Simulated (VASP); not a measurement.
Input of a VASP 6.6.1 run:

File INCAR:

```
ALGO = Fast ; EDIFF = 1E-6
ENCUT = 520 ; GGA = PE
ISIF = 2 ; ISMEAR = 0
LASPH = True ; LCHARG = True
LELF = True ; LREAL = False
LVHAR = True ; LWAVE = False
NBANDS = 19 ; NELM = 80
PREC = Accurate ; SIGMA = 0.1
```

File KPOINTS:

```
k-points
0
Gamma
  16 16 16
```

File POSCAR:

```
Hg
1.0
   -2.8842311039      2.8842311039      1.5312259768
    2.8842311039     -2.8842311039      1.5312259768
    2.8842311039      2.8842311039     -1.5312259768
Hg
2
Direct
    0.7500000000      0.2500000000      0.5000000000
    0.0000000000      0.0000000000      0.0000000000
```

Potentials or basis: VASP PAW PBE potentials, release 64 (Hg).

The run is started by

```sh
$ cat potpaw_PBE.64/Hg/POTCAR > POTCAR
$ mpirun -np 1 vasp_std > vasp.out
```

(1) Predict the pressure.

(2) Estimate the band gap on the k mesh.

Answers

(1) 3.8 GPa.

(2) zero (bands 12 and 13 overlap by 4.57 eV).

Caveat: the cell stands under pressure; spin-orbit coupling is left out, which moves the levels of the heavy elements.
